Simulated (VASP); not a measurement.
Input of a VASP 6.6.1 run:

INCAR

```
SYSTEM = SnH2
ALGO     = Fast           ! electronic algorithm
EDIFF    = 1E-6           ! SCF threshold, eV
ENCUT    = 520            ! plane-wave cutoff, eV
GGA      = PE             ! functional
ISIF     = 2              ! what is computed and relaxed
ISMEAR   = 0              ! smearing method
LASPH    = .True.         ! aspherical terms in the spheres
LCHARG   = .False.        ! write CHGCAR
LREAL    = .False.        ! projectors in reciprocal space
LWAVE    = .False.        ! write WAVECAR
NBANDS   = 15             ! bands
NELM     = 80             ! most SCF steps
PREC     = Accurate       ! precision mode
SIGMA    = 0.1            ! smearing width, eV
```

The input KPOINTS:

```
k-points
0
Gamma
  12 12 12
  0 0 0
```

File POSCAR:

```
SnH2
1.0
   -1.9316945396      1.9283216211      2.6312233936
    1.9316945396     -1.9283216211      2.6312233936
    1.9316945396      1.9283216211     -2.6312233936
Sn H
1 2
Direct
    0.0000000000      0.0000000000      0.0000000000
    0.2500493004      0.7500493004      0.5000000000
    0.7499506996      0.2499506996      0.5000000000
```

Potentials or basis: VASP PAW PBE potentials, release 64 (Sn_d, H).

The run is started by

```bash
$ cat potpaw_PBE.64/Sn_d/POTCAR potpaw_PBE.64/H/POTCAR > POTCAR
$ mpirun -np 1 vasp_std > vasp.out
```

What does it give for the pressure?

-0.1 GPa.

Estimate the band gap on the k mesh.

zero (bands 8 and 9 overlap by 5.20 eV).

Caveat: spin-orbit coupling is left out, which moves the levels of the heavy elements.
